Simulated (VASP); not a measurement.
Here is a VASP 6.6.1 calculation.

Contents of INCAR:

```
ALGO = Normal
EDIFF = 1E-6
ENCUT = 520
GGA = PE
ISIF = 2
ISMEAR = 0
IVDW = 12
LASPH = True
LCHARG = True
LELF = True
LREAL = False
LVHAR = True
LWAVE = False
NBANDS = 11
NELM = 60
PREC = Accurate
SIGMA = 0.05
```

Contents of KPOINTS:

```
k-points
0
Gamma
  12 12 12
```

Contents of POSCAR:

```
BN
1.0
    0.0000000000      3.4396666552      2.1688319106
    1.2538424675      0.0000000000      2.1688319106
    1.2538424675      3.4396666552      0.0000000000
B N
1 1
Direct
    0.0001068737      0.0001068737      0.9998931263
    0.6665931163      0.6665931163      0.3334068837
```

Potentials or basis: VASP PAW PBE potentials, release 64 (B, N).

Run with:

```console
$ cat potpaw_PBE.64/B/POTCAR potpaw_PBE.64/N/POTCAR > POTCAR
$ mpirun -np 1 vasp_std > vasp.out
```

Estimate the pressure.

-0.1 GPa.

Predict the dispersion energy per atom.

-0.135 eV.

What does it give for the band gap on the k mesh?

3.78 eV (least direct gap 4.54 eV).

Estimate the largest force.

0.004 eV/Å.

Forces on the atoms (eV/Å):
```
B    0.000  0.000 -0.004
N    0.000  0.000  0.004
```

Caveat: the cell differs from its parent crystal (strain +0.0300 x Voigt [0, 1, 0, 0, 0, 0]). A k mesh can miss the band edges.
